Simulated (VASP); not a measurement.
# Rh (P6_3/mmc) in VASP: a series of runs, part 3 of 3

VASP 6.6.1.

### Step 6. Single point, PBE (12.83 Å³/atom)

The input, INCAR:

```
PREC = Accurate ; ENCUT = 520
EDIFF = 1E-7 ; ISMEAR = 0
SIGMA = 0.15 ; LREAL = F
LASPH = T ; NELM = 100
ALGO = Fast ; ISIF = 2
LWAVE = F ; LCHARG = T
GGA = PE ; LELF = T
LVHAR = T ; NBANDS = 22
```

The input, KPOINTS:

```
Automatic mesh
0
Gamma
  21 21 12
```

The input, POSCAR:

```
Rh
1.0
    2.5621599575      0.0000000000      0.0000000000
   -1.2810799788      2.2188956117      0.0000000000
    0.0000000000      0.0000000000      4.5135009811
Rh
2
Direct
    0.6666666667      0.3333333333      0.7500000000
    0.3333333333      0.6666666667      0.2500000000
```

Potentials or basis: VASP PAW PBE potentials, release 64 (Rh_pv).

Started as:

```bash
$ cat potpaw_PBE.64/Rh_pv/POTCAR > POTCAR
$ mpirun -np 1 vasp_std > vasp.out
```

OUTCAR:

```text
PREC = Accurate
   ENCUT = 520
   EDIFF = 1E-7
   ISMEAR = 0
   LREAL = F
   LASPH = T
   NELM = 100
   ISIF = 2
   GGA = PE

 ion  position               nearest neighbor table
   1  0.667  0.333  0.750-   2 2.70   2 2.70   2 2.70   2 2.70   2 2.70   2 2.70
   2  0.333  0.667  0.250-   1 2.70   1 2.70   1 2.70   1 2.70   1 2.70   1 2.70

  LATTYP: Found a hexagonal cell.
 ALAT       =     2.5621599575
 C/A-ratio  =     1.7616000000

  Lattice vectors:

 A1 = (   2.5621599575,   0.0000000000,   0.0000000000)
 A2 = (  -1.2810799788,   2.2188956117,   0.0000000000)
 A3 = (   0.0000000000,   0.0000000000,   4.5135009811)

Analysis of symmetry for initial positions (statically):
=====================================================================
 Subroutine PRICEL returns:
 Original cell was already a primitive cell.

 Routine SETGRP: Setting up the symmetry group for a
 hexagonal supercell.

 Subroutine GETGRP returns: Found 24 space group operations
 (whereof 12 operations were pure point group operations)
 out of a pool of 24 trial point group operations.

The static configuration has the point symmetry D_3d.
 The point group associated with its full space group is D_6h.

Analysis of symmetry for dynamics (positions and initial velocities):
=====================================================================
 Subroutine PRICEL returns:
 Original cell was already a primitive cell.

 Routine SETGRP: Setting up the symmetry group for a
 hexagonal supercell.

 Subroutine GETGRP returns: Found 24 space group operations
 (whereof 12 operations were pure point group operations)
 out of a pool of 24 trial point group operations.

The dynamic configuration has the point symmetry D_3d.
[... 112 lines left out ...]
   NUPDOWN=      -1.0000    fix difference up-down
   EMIN   =  10.00;   EMAX   =-10.00  energy-range for DOS
   EFERMI =   0.00;   METHOD = LEGACY
   ISMEAR =     0;   SIGMA  =   0.15  broadening in eV -4-tet -1-fermi 0-gaus
   EFERMI_NEDOS =   21; number of points for ismear=-14 and -15
   IALGO  =     68    algorithm
   IMIX   =      4    mixing-type and parameters
     AMIX     =   0.40;   BMIX     =  1.00
     AMIX_MAG =   1.60;   BMIX_MAG =  1.00
  volume/ion in A,a.u.               =      12.83        86.58
  Fermi-wavevector in a.u.,A,eV,Ry     =   1.724632  3.259081 40.468550  2.974355
  Thomas-Fermi vector in A             =   2.800284
   LORBIT       =      0    0 simple, 1 ext, 2 COOP (PROOUT), +10 PAW based schemes
   GGA     = PE    functional components
   LHFCALC =     F    Hartree Fock is set to
   AEXX    =    0.0000 exact exchange contribution
   IVDW    =     0    specifies the selected vdW correction
   LEPSILON=     F    determine dielectric tensor
   LRPA    =     F    only Hartree local field effects (RPA)
 non-spin polarized calculation
 RMM-DIIS sequential band-by-band and
 Gauss-broadening in eV      SIGMA  =   0.15
  energy-cutoff  :      520.00
  volume of cell :       25.66
 maximum number of plane-waves:       713
 NGX is ok and might be reduce to    20
   NGX =  9   NGY =  9   NGZ = 17

 number of electron      29.9999999 magnetization

 Free energy of the ion-electron system (eV)
  ---------------------------------------------------
  ext. energy  EPLUGINS =         0.00000000
  ---------------------------------------------------
  free energy    TOTEN  =       -14.08607216 eV

  energy without entropy =      -14.05452926  energy(sigma->0) =      -14.07030071

 E-fermi :  13.2430     XC(G=0): -14.4741

 val. band max:       13.2423035361   @ k =   0.2857   0.0000   0.4167
 cond. band min:      13.2441883070   @ k =   0.1905   0.0476   0.3333
 fundamental gap:      0.0018847709
 Fermi energy:        13.2429685127

 k-point     1 :       0.0000    0.0000    0.0000
  band No.  band energies     occupation
      1     -34.0414      2.00000
      2     -33.3140      2.00000
      3     -33.3140      2.00000
      4     -33.2815      2.00000
      5     -33.2330      2.00000
      6     -33.2330      2.00000
[... 589 lines left out ...]
     21      30.6328      0.00000
     22      31.1411      0.00000

 [... further k-points ...]

------------------------ aborting loop because EDIFF is reached ----------------------------------------

  FORCE on cell =-STRESS in cart. coord.  units (eV):
  Direction    XX          YY          ZZ          XY          YZ          ZX
  --------------------------------------------------------------------------------------
  -------------------------------------------------------------------------------------
  Total        7.1259434      7.1259434      1.7048207     -0.0000000      0.0000000     -0.0000000
  in kB      444.9347230    444.9347230    106.4468094     -0.0000000      0.0000000     -0.0000000
  external PRESSURE =     332.1054185 kB  Pullay stress =       0.0000000 kB

 VOLUME and BASIS-vectors are now :
 -----------------------------------------------------------------------------
  energy-cutoff  :      520.00
  volume of cell :       25.66
      direct lattice vectors                 reciprocal lattice vectors
     2.562159958  0.000000000  0.000000000     0.390295694  0.225337324  0.000000000
    -1.281079979  2.218895612  0.000000000     0.000000000  0.450674649  0.000000000
     0.000000000  0.000000000  4.513500981     0.000000000  0.000000000  0.221557501

 POSITION                                       TOTAL-FORCE (eV/Angst)
 -----------------------------------------------------------------------------------
      1.28108      0.73963      3.38513         0.000000      0.000000      0.000000
     -0.00000      1.47926      1.12838        -0.000000     -0.000000      0.000000
 -----------------------------------------------------------------------------------
    total drift:                               -0.000000      0.000000     -0.000000

  FREE ENERGIE OF THE ION-ELECTRON SYSTEM (eV)
  ---------------------------------------------------
  free  energy   TOTEN  =       -14.0860721586 eV

  energy  without entropy=      -14.0545292648  energy(sigma->0) =      -14.07030071
```

stdout:

```text
POSCAR found type information on POSCAR Rh
 POSCAR found :  1 types and       2 ions
 scaLAPACK will be used
 LDA part: xc-table for (Slater+PW92), standard interpolation
 POSCAR, INCAR and KPOINTS ok, starting setup
 FFT: planning ... GRIDC
 FFT: planning ... GRID_SOFT
 FFT: planning ... GRID
 WAVECAR not read
 entering main loop
WARNING in EDDRMM: call to ZHEGV failed, returncode =   6  3     22
WARNING in EDDRMM: call to ZHEGV failed, returncode =   8  4     21
```

It took 4.3 min on 1 thread of Intel Xeon 8259CL, shared host; peak memory 0.26 GiB.

What came out:

```yaml
Free_energy: -14.0861 eV
Pressure: 33.2 GPa
Band_gap_on_the_k_mesh: zero (bands 15 and 16 overlap by 2.94 eV)
```

Stress tensor (GPa, compression positive):
```
44.49  0.00  0.00
 0.00 44.49  0.00
 0.00  0.00 10.64
```

Caveat: the stress differs along the axes, from 11 to 44 GPa.

### Step 7. The runs side by side

| cell | further INCAR settings | gap on the mesh (eV) | pressure (GPa) |
| --- | --- | --- | --- |
| a = 2.588, b = 2.588, c = 4.424 Å, angles 90.0, 90.0, 120.0°, 2 atoms | ALGO = Fast; EDIFF = 1e-06; NBANDS = 22 | none | 31.7 |
| a = 2.694, b = 2.694, c = 4.082 Å, angles 90.0, 90.0, 120.0°, 2 atoms | ALGO = Fast; EDIFF = 1e-06; NBANDS = 22 | none | 32.6 |
| a = 2.721, b = 2.721, c = 4.001 Å, angles 90.0, 90.0, 120.0°, 2 atoms | ALGO = Fast; EDIFF = 1e-06; NBANDS = 22 | none | 34.5 |
| a = 2.667, b = 2.667, c = 4.165 Å, angles 90.0, 90.0, 120.0°, 2 atoms | ALGO = Fast; EDIFF = 1e-06; NBANDS = 22 | none | 31.4 |
| a = 2.562, b = 2.562, c = 4.514 Å, angles 90.0, 90.0, 120.0°, 2 atoms | ALGO = Fast; EDIFF = 1e-07; NBANDS = 22 | none | 33.2 |

Alike in all rows: task single point; level PBE; potentials or basis VASP PAW PBE potentials, release 64 (Rh_pv); no spin polarisation; k mesh 21 × 21 × 12; cutoff (eV) 520; smearing gaussian 0.15 eV.

Caveats: the stress differs along the axes, from 18 to 39 GPa (at least some runs); the stress differs along the axes, from 25 to 48 GPa (at least some runs); the stress differs along the axes, from 24 to 56 GPa (at least some runs); the stress differs along the axes, from 27 to 40 GPa (at least some runs); the stress differs along the axes, from 11 to 44 GPa (at least some runs).

Total energies depend on the potentials used, so only differences within one code and one set of settings carry meaning.
